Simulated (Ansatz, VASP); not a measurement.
PbS in VASP and in Ansatz

```
CELL_PARAMETERS angstrom
0.00000 3.06148 3.06148
3.06148 0.00000 3.06148
3.06148 3.06148 0.00000
ATOMIC_POSITIONS crystal
Pb 0.00000 0.00000 0.00000
S 0.50000 0.50000 0.50000
```

Alike in both runs: task single point; functional PBE; k mesh 6 × 6 × 6; no spin polarisation.

|  | VASP | Ansatz |
| --- | --- | --- |
| version | VASP 6.6.1 | Ansatz 0.2.0 |
| potentials or method | VASP PAW PBE potentials, release 64 (Pb_d, S), cutoff 500 eV | plane waves, PAW |
| occupations | gaussian, width 0.01 eV | fixed |
| valence electrons in the cell | 20 | 20 |

```tsv
	VASP	Ansatz	Ansatz less VASP
pressure (GPa)	-2.7	-2.7	+0.07
```

Spin-orbit coupling is off throughout.
